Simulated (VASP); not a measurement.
# H (P6_3/mmc) in VASP: settings compared

H is run at these levels: PBEsol, LDA; tasks: electric field gradients.

Program: VASP 6.6.1. These are calculated values, not measurements. Logs are shortened: lines on timing, memory, paths and dates and some standing lists are left out, and cuts for length are marked.

## 1. The cell of the first run

It takes space group P6_3/mmc (No. 194, hexagonal). Conventional cell: a = 1.988 Å, b = 1.988 Å, c = 3.193 Å, α = 90.00°, β = 90.00°, γ = 120.00°. H (site symmetry -6m2) has 12 H at 1.97 to 1.99 Å within 2.6 Å.

## 2. Electric field gradients, PBEsol (5.46 Å³/atom)

Contents of INCAR:

```
PREC = Accurate ; ENCUT = 400
EDIFF = 1E-8 ; ISMEAR = -1
SIGMA = 0.03 ; LREAL = False
LASPH = True ; NELM = 120
ALGO = Normal ; ISIF = 2
LWAVE = False ; LCHARG = False
GGA = PS ; LEFG = True
NBANDS = 8 ; GGA_COMPAT = False
```

Contents of KPOINTS:

```
regular mesh
0
Gamma
  13 13 7
```

Contents of POSCAR:

```
H
1.0
    1.9877664242      0.0000000000      0.0000000000
   -0.9938832121      1.7214562201      0.0000000000
    0.0000000000      0.0000000000      3.1932513938
H
2
Direct
    0.3333333333      0.6666666667      0.2500000000
    0.6666666667      0.3333333333      0.7500000000
```

Potentials or basis: VASP PAW PBE potentials, release 64 (H).

Launch:

```
$ cat potpaw_PBE.64/H/POTCAR > POTCAR
$ mpirun -np 1 vasp_std > vasp.out
```

OUTCAR:

```text
PREC = Accurate
   ENCUT = 400
   EDIFF = 1E-8
   ISMEAR = -1
   LREAL = False
   LASPH = True
   NELM = 120
   ISIF = 2
   GGA = PS

 ion  position               nearest neighbor table
   1  0.333  0.667  0.250-
   2  0.667  0.333  0.750-

  LATTYP: Found a hexagonal cell.
 ALAT       =     1.9877664242
 C/A-ratio  =     1.6064520232

  Lattice vectors:

 A1 = (   1.9877664242,   0.0000000000,   0.0000000000)
 A2 = (  -0.9938832121,   1.7214562201,   0.0000000000)
 A3 = (   0.0000000000,   0.0000000000,   3.1932513938)

Analysis of symmetry for initial positions (statically):
=====================================================================
 Subroutine PRICEL returns:
 Original cell was already a primitive cell.

 Routine SETGRP: Setting up the symmetry group for a
 hexagonal supercell.

 Subroutine GETGRP returns: Found 24 space group operations
 (whereof 12 operations were pure point group operations)
 out of a pool of 24 trial point group operations.

The static configuration has the point symmetry D_3d.
 The point group associated with its full space group is D_6h.

Analysis of symmetry for dynamics (positions and initial velocities):
=====================================================================
 Subroutine PRICEL returns:
 Original cell was already a primitive cell.

 Routine SETGRP: Setting up the symmetry group for a
 hexagonal supercell.

 Subroutine GETGRP returns: Found 24 space group operations
 (whereof 12 operations were pure point group operations)
 out of a pool of 24 trial point group operations.

The dynamic configuration has the point symmetry D_3d.
 The point group associated with its full space group is D_6h.

 Subroutine INISYM returns: Found 24 space group operations
 (whereof 12 operations are pure point group operations),
 and found     1 'primitive' translations

----------------------------------------------------------------------------------------

                                     Primitive cell

  volume of cell :      10.9268

  direct lattice vectors                    reciprocal lattice vectors
     1.987766424  0.000000000  0.000000000     0.503077217  0.290451766  0.000000000
    -0.993883212  1.721456220  0.000000000     0.000000000  0.580903533  0.000000000
     0.000000000  0.000000000  3.193251394     0.000000000  0.000000000  0.313160436

  length of vectors
     1.987766424  1.987766424  3.193251394     0.580903533  0.580903533  0.313160436

  position of ions in fractional coordinates (direct lattice)
     0.333333333  0.666666667  0.250000000
     0.666666667  0.333333333  0.750000000

  ion indices of the primitive-cell ions
   primitive index   ion index
                 1           1
                 2           2

----------------------------------------------------------------------------------------

 KPOINTS: regular mesh

Automatic generation of k-mesh.
 Grid dimensions read from file:
 generate k-points for:   13   13    7

 Generating k-lattice:

  Cartesian coordinates                     Fractional coordinates (reciprocal lattice)
     0.038698247  0.022342444  0.000000000     0.076923077  0.000000000  0.000000000
     0.000000000  0.044684887  0.000000000     0.000000000  0.076923077  0.000000000
     0.000000000  0.000000000  0.044737205     0.000000000  0.000000000  0.142857143

  Length of vectors
     0.044684887  0.044684887  0.044737205

  Shift w.r.t. Gamma in fractional coordinates (k-lattice)
     0.000000000  0.000000000  0.000000000

 Subroutine IBZKPT returns following result:
 ===========================================

 Found     84 irreducible k-points:

 Following reciprocal coordinates:
            Coordinates               Weight
  0.000000  0.000000  0.000000      1.000000
  0.076923 -0.000000  0.000000      6.000000
  0.153846 -0.000000  0.000000      6.000000
  0.230769 -0.000000  0.000000      6.000000
  0.307692 -0.000000  0.000000      6.000000
  0.384615 -0.000000  0.000000      6.000000
[... 16 lines left out ...]
  0.076923 -0.000000  0.142857     12.000000
  0.153846 -0.000000  0.142857     12.000000
 [... further k-points ...]
   k-points           NKPTS =     84   k-points in BZ     NKDIM =     84   number of bands    NBANDS=      8
   number of dos      NEDOS =    301   number of ions     NIONS =      2
   total plane-waves  NPLWV =   4704
   dimension x,y,z NGX =    14 NGY =   14 NGZ =   24
   dimension x,y,z NGXF=    28 NGYF=   28 NGZF=   48
   ions per type =               2
   NGX,Y,Z   is equivalent  to a cutoff of  11.71, 11.71, 12.49 a.u.
   NGXF,Y,Z  is equivalent  to a cutoff of  23.42, 23.42, 24.99 a.u.
 SYSTEM =  unknown system
   PREC   = accura    normal or accurate (medium, high low for compatibility)
   ISTART =      0    job   : 0-new  1-cont  2-samecut
   ICHARG =      2    charge: 1-file 2-atom 10-const
   ISPIN  =      1    spin polarized calculation?
   LNONCOLLINEAR =      F non collinear calculations
   LSORBIT =      F    spin-orbit coupling
   LASPH  =      T    aspherical Exc in radial PAW
   ENCUT  =  400.0 eV  29.40 Ry    5.42 a.u.   3.24  3.24  5.21*2*pi/ulx,y,z
   NELM   =    120;   NELMIN=  2; NELMDL= -5     # of ELM steps
   EDIFF  = 0.1E-07   stopping-criterion for ELM
   LREAL  =      F    real-space projection
   EDIFFG = 0.1E-06   stopping-criterion for IOM
   NSW    =      0    number of steps for IOM
   IBRION =     -1    ionic relax: 0-MD 1-quasi-New 2-CG
   NFREE  =      0    steps in history (QN), initial steepest desc. (CG)
   ISIF   =      2    stress and relaxation
   ISYM   =      2    0-nonsym 1-usesym 2-fastsym
   POTIM  = 0.5000    time-step for ionic-motion
   TEBEG  =    0.0;   TEEND  =   0.0 temperature during run
   PSTRESS=    0.0 pullay stress
   NELECT =       2.0000    total number of electrons
   NUPDOWN=      -1.0000    fix difference up-down
   EMIN   =  10.00;   EMAX   =-10.00  energy-range for DOS
   EFERMI =   0.00;   METHOD = LEGACY
   ISMEAR =    -1;   SIGMA  =   0.03  broadening in eV -4-tet -1-fermi 0-gaus
   EFERMI_NEDOS =   21; number of points for ismear=-14 and -15
   IALGO  =     38    algorithm
   IMIX   =      4    mixing-type and parameters
     AMIX     =   0.40;   BMIX     =  1.00
     AMIX_MAG =   1.60;   BMIX_MAG =  1.00
  volume/ion in A,a.u.               =       5.46        36.87
  Fermi-wavevector in a.u.,A,eV,Ry     =   0.929508  1.756516 11.755243  0.863986
  Thomas-Fermi vector in A             =   2.055799
   LORBIT       =      0    0 simple, 1 ext, 2 COOP (PROOUT), +10 PAW based schemes
   GGA     = PS    functional components
   LHFCALC =     F    Hartree Fock is set to
   AEXX    =    0.0000 exact exchange contribution
   IVDW    =     0    specifies the selected vdW correction
   LEPSILON=     F    determine dielectric tensor
   LRPA    =     F    only Hartree local field effects (RPA)
 non-spin polarized calculation
  energy-cutoff  :      400.00
  volume of cell :       10.93
 maximum number of plane-waves:       214
 NGX is ok and might be reduce to    14
   NGX =  7   NGY =  7   NGZ = 11

 number of electron       1.9999999 magnetization

 Free energy of the ion-electron system (eV)
  ---------------------------------------------------
  ext. energy  EPLUGINS =         0.00000000
  ---------------------------------------------------
  free energy    TOTEN  =        -3.81027134 eV

  energy without entropy =       -3.80840719  energy(sigma->0) =       -3.80933926

 E-fermi :  -0.9704     XC(G=0):  -9.1508

 val. band max:       -0.9781263178   @ k =   0.2308   0.0769   0.2857
 cond. band min:      -0.9688260608   @ k =   0.4615   0.0769   0.0000
 fundamental gap:      0.0093002569
 Fermi energy:        -0.9703685563

 k-point     1 :       0.0000    0.0000    0.0000
  band No.  band energies     occupation
      1     -11.2844      2.00000
      2      -0.2043      0.00000
      3       7.1378      0.00000
      4      33.7383      0.00000
      5      34.0102      0.00000
      6      40.6235      0.00000
      7      40.6235      0.00000
      8      42.5184      0.00000
[... 243 lines left out ...]
 k-point    24 :       0.1538   -0.0000    0.1429
  band No.  band energies     occupation
      1      -9.8619      2.00000
      2      -0.7267      0.00059
      3      10.3312      0.00000
      4      25.4230      0.00000
      5      29.1038      0.00000
      6      35.3270      0.00000
      7      36.9290      0.00000
      8      40.6837      0.00000

 [... further k-points ...]

------------------------ aborting loop because EDIFF is reached ----------------------------------------

  FORCE on cell =-STRESS in cart. coord.  units (eV):
  Direction    XX          YY          ZZ          XY          YZ          ZX
  --------------------------------------------------------------------------------------
  -------------------------------------------------------------------------------------
  Total       -1.7402628     -1.7402628     -1.9348037      0.0000000      0.0000000      0.0000000
  in kB     -255.1707972   -255.1707972   -283.6958929      0.0000000      0.0000000      0.0000000
  external PRESSURE =    -264.6791625 kB  Pullay stress =       0.0000000 kB

 VOLUME and BASIS-vectors are now :
 -----------------------------------------------------------------------------
  energy-cutoff  :      400.00
  volume of cell :       10.93
      direct lattice vectors                 reciprocal lattice vectors
     1.987766424  0.000000000  0.000000000     0.503077217  0.290451766  0.000000000
    -0.993883212  1.721456220  0.000000000     0.000000000  0.580903533  0.000000000
     0.000000000  0.000000000  3.193251394     0.000000000  0.000000000  0.313160436

 POSITION                                       TOTAL-FORCE (eV/Angst)
 -----------------------------------------------------------------------------------
     -0.00000      1.14764      0.79831        -0.000000      0.000000      0.000000
      0.99388      0.57382      2.39494         0.000000      0.000000      0.000000
 -----------------------------------------------------------------------------------
    total drift:                               -0.000000      0.000000     -0.000000

  FREE ENERGIE OF THE ION-ELECTRON SYSTEM (eV)
  ---------------------------------------------------
  free  energy   TOTEN  =        -3.8102713405 eV

  energy  without entropy=       -3.8084071882  energy(sigma->0) =       -3.80933926

 Electric field gradients (V/A^2)
---------------------------------------------------------------------
 ion       V_xx      V_yy      V_zz      V_xy      V_xz      V_yz
---------------------------------------------------------------------
   1       0.029     0.028    -0.057    -0.001     0.000    -0.000
   2       0.029     0.028    -0.057    -0.001    -0.000     0.000
---------------------------------------------------------------------

 Electric field gradients after diagonalization (V/A^2)
 (convention: |V_zz| > |V_xx| > |V_yy|)
----------------------------------------------------------------------
 ion       V_xx      V_yy      V_zz     asymmetry (V_yy - V_xx)/ V_zz
----------------------------------------------------------------------
   1       0.029     0.028    -0.057       0.025
   2       0.029     0.028    -0.057       0.025
----------------------------------------------------------------------

           NMR quadrupolar parameters

 Cq : quadrupolar parameter    Cq=e*Q*V_zz/h
 eta: asymmetry parameters     (V_yy - V_xx)/ V_zz
 Q  : nuclear electric quadrupole moment in mb (millibarn)
----------------------------------------------------------------------
 ion       Cq(MHz)       eta       Q (mb)
----------------------------------------------------------------------
   1      -0.000       0.025       1.000
   2      -0.000       0.025       1.000
----------------------------------------------------------------------
```

Run time: 4 s. Hardware: 1 thread of Intel Xeon Platinum 8259CL at 2.50GHz (Skylake/Cascade Lake), shared host; peak memory 0.11 GiB.

What came out:

```yaml
Free_energy: -3.8103 eV
Pressure: -26.5 GPa
Band_gap_on_the_k_mesh: zero (bands 1 and 2 overlap by 9.16 eV)
Largest_electric_field_gradient_by_atom: H -0.06 V/Å²
```

Caveat: the cell stands under tension; the atoms stand far beyond bonding distance, and open shells without spin polarisation read as a metal; without QUAD_EFG the Cq values of the log hold for a quadrupole moment of 1 mb, not for the nuclei; the PAW data sets were made with another functional, which shifts forces and pressure a little.

## 3. Electric field gradients, LDA

This run uses another cell than the first one, of 5.69 Å³/atom.

Contents of INCAR:

```
  PREC = Accurate
  ENCUT = 400
  EDIFF = 1E-8
  ISMEAR = -1
  SIGMA = 0.03
  LREAL = F
  LASPH = T
  NELM = 120
  ALGO = Normal
  ISIF = 2
  LWAVE = F
  LCHARG = F
  GGA = CA
  LEFG = T
  NBANDS = 8
  GGA_COMPAT = F
```

KPOINTS is that of step 2.

Contents of POSCAR:

```
H
1.0
    2.0149994853      0.0000000000      0.0000000000
   -1.0074997427      1.7450407429      0.0000000000
    0.0000000000      0.0000000000      3.2370000000
H
2
Direct
    0.3333333333      0.6666666667      0.2500000000
    0.6666666667      0.3333333333      0.7500000000
```

Potentials or basis: VASP PAW LDA potentials, release 64 (H).

Launch:

```
$ cat potpaw_LDA.64/H/POTCAR > POTCAR
$ mpirun -np 1 vasp_std > vasp.out
```

OUTCAR:

```text
PREC = Accurate
   ENCUT = 400
   EDIFF = 1E-8
   ISMEAR = -1
   LREAL = F
   LASPH = T
   NELM = 120
   ISIF = 2
   GGA = CA

 ion  position               nearest neighbor table
   1  0.333  0.667  0.250-
   2  0.667  0.333  0.750-

  LATTYP: Found a hexagonal cell.
 ALAT       =     2.0149994853
 C/A-ratio  =     1.6064520232

  Lattice vectors:

 A1 = (   2.0149994853,   0.0000000000,   0.0000000000)
 A2 = (  -1.0074997427,   1.7450407429,   0.0000000000)
 A3 = (   0.0000000000,   0.0000000000,   3.2370000000)

Analysis of symmetry for initial positions (statically):
=====================================================================
 Subroutine PRICEL returns:
 Original cell was already a primitive cell.

 Routine SETGRP: Setting up the symmetry group for a
 hexagonal supercell.

 Subroutine GETGRP returns: Found 24 space group operations
 (whereof 12 operations were pure point group operations)
 out of a pool of 24 trial point group operations.

The static configuration has the point symmetry D_3d.
 The point group associated with its full space group is D_6h.

Analysis of symmetry for dynamics (positions and initial velocities):
=====================================================================
 Subroutine PRICEL returns:
 Original cell was already a primitive cell.

 Routine SETGRP: Setting up the symmetry group for a
 hexagonal supercell.

 Subroutine GETGRP returns: Found 24 space group operations
 (whereof 12 operations were pure point group operations)
 out of a pool of 24 trial point group operations.

[... 165 lines left out ...]
      8      41.2051      0.00000
[... 243 lines left out ...]
 k-point    24 :       0.1538    0.0000    0.1429
  band No.  band energies     occupation
      1      -9.7973      2.00000
      2      -0.9448      0.00082
      3       9.9036      0.00000
      4      24.5651      0.00000
      5      28.1154      0.00000
      6      34.1844      0.00000
      7      35.7891      0.00000
      8      39.4492      0.00000

 [... further k-points ...]

------------------------ aborting loop because EDIFF is reached ----------------------------------------

  FORCE on cell =-STRESS in cart. coord.  units (eV):
  Direction    XX          YY          ZZ          XY          YZ          ZX
  --------------------------------------------------------------------------------------
  -------------------------------------------------------------------------------------
  Total       -1.8129721     -1.8129721     -2.0320527      0.0000000     -0.0000000      0.0000000
  in kB     -255.1987222   -255.1987222   -286.0370828      0.0000000     -0.0000000      0.0000000
  external PRESSURE =    -265.4781757 kB  Pullay stress =       0.0000000 kB

 VOLUME and BASIS-vectors are now :
 -----------------------------------------------------------------------------
  energy-cutoff  :      400.00
  volume of cell :       11.38
      direct lattice vectors                 reciprocal lattice vectors
     2.014999485  0.000000000  0.000000000     0.496278042  0.286526261  0.000000000
    -1.007499743  1.745040743  0.000000000     0.000000000  0.573052523  0.000000000
     0.000000000  0.000000000  3.237000000     0.000000000  0.000000000  0.308928020

 POSITION                                       TOTAL-FORCE (eV/Angst)
 -----------------------------------------------------------------------------------
     -0.00000      1.16336      0.80925         0.000000      0.000000      0.000000
      1.00750      0.58168      2.42775        -0.000000     -0.000000      0.000000
 -----------------------------------------------------------------------------------
    total drift:                               -0.000000      0.000000     -0.000000

  FREE ENERGIE OF THE ION-ELECTRON SYSTEM (eV)
  ---------------------------------------------------
  free  energy   TOTEN  =        -4.2051397230 eV

  energy  without entropy=       -4.2032109906  energy(sigma->0) =       -4.20417536

 Electric field gradients (V/A^2)
---------------------------------------------------------------------
 ion       V_xx      V_yy      V_zz      V_xy      V_xz      V_yz
---------------------------------------------------------------------
   1       0.036     0.035    -0.072    -0.001     0.000    -0.000
   2       0.036     0.035    -0.072    -0.001    -0.000     0.000
---------------------------------------------------------------------

 Electric field gradients after diagonalization (V/A^2)
 (convention: |V_zz| > |V_xx| > |V_yy|)
----------------------------------------------------------------------
 ion       V_xx      V_yy      V_zz     asymmetry (V_yy - V_xx)/ V_zz
----------------------------------------------------------------------
   1       0.037     0.035    -0.072       0.026
   2       0.037     0.035    -0.072       0.026
----------------------------------------------------------------------

           NMR quadrupolar parameters

 Cq : quadrupolar parameter    Cq=e*Q*V_zz/h
 eta: asymmetry parameters     (V_yy - V_xx)/ V_zz
 Q  : nuclear electric quadrupole moment in mb (millibarn)
----------------------------------------------------------------------
 ion       Cq(MHz)       eta       Q (mb)
----------------------------------------------------------------------
   1      -0.000       0.026       1.000
   2      -0.000       0.026       1.000
----------------------------------------------------------------------
```

stdout:

```text
POSCAR found type information on POSCAR H
 POSCAR found :  1 types and       2 ions
 scaLAPACK will be used
 LDA part: xc-table for (Slater(with rela. corr.)+CA(PZ))
 , standard interpolation
 POSCAR, INCAR and KPOINTS ok, starting setup
 FFT: planning ... GRIDC
 FFT: planning ... GRID_SOFT
 FFT: planning ... GRID
 WAVECAR not read
 entering main loop
ion   1

ion   2
```

It took 3.9 s on 1 thread of Intel Xeon Platinum 8259CL at 2.50GHz (Skylake/Cascade Lake), shared host; peak memory 0.1 GiB.

Results:

| Property | Result |
| --- | --- |
| Free energy | -4.2051 eV |
| Pressure | -26.5 GPa |
| Band gap on the k mesh | zero (bands 1 and 2 overlap by 8.84 eV) |
| Largest electric field gradient by atom | H -0.07 V/Å² |

Levels at points of the mesh, in eV from the Fermi level:
| k point | band 1 | band 2 | band 3 | band 4 | band 5 |
| --- | --- | --- | --- | --- | --- |
| (0.00, 0.00, 0.00) | -10.00 | 0.73 | 8.00 | 33.81 | 34.11 |

Caveat: the cell stands under tension; the atoms stand far beyond bonding distance, and open shells without spin polarisation read as a metal; without QUAD_EFG the Cq values of the log hold for a quadrupole moment of 1 mb, not for the nuclei.

[end of part 1 of 2]

The gap in the log of VASP goes by the Fermi energy; the results here count the filled bands.